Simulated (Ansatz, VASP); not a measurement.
## Two plane-wave programs on GaN

```xyz
2
Lattice="0.0000 2.1815 2.3183 2.1815 0.0000 2.3183 2.1815 2.1815 0.0000" Properties=species:S:1:pos:R:3 pbc="T T T"
Ga    0.0000    0.0000    0.0000
N     1.0907    1.0907    1.1592
```

Change from the starting cell: epitaxial_xy strain -3.0%.

Alike in both runs: task single point; functional HSE06; k mesh 6 × 6 × 6; no spin polarisation.

|  | VASP | Ansatz |
| --- | --- | --- |
| version | VASP 6.6.1 | Ansatz 0.2.0 |
| potentials or method | VASP PAW PBE potentials, release 64 (Ga_d, N) | plane waves, PAW |
| plane-wave cutoff (eV) | 520 | 420 |
| occupations | gaussian, width 0.01 eV | fixed |
| valence electrons in the cell | 18 | 18 |

```tsv
	VASP	Ansatz	Ansatz less VASP
gap on the k mesh at the Fermi level (eV)	3.13	3.11	-0.020
pressure (GPa)	6.0	6.1	+0.16
traceless stress, the component that is largest in VASP (GPa)	-6.22	-6.16	+0.055
```

Ansatz's warnings: stress exchange threshold loose, stress scf threshold loose.
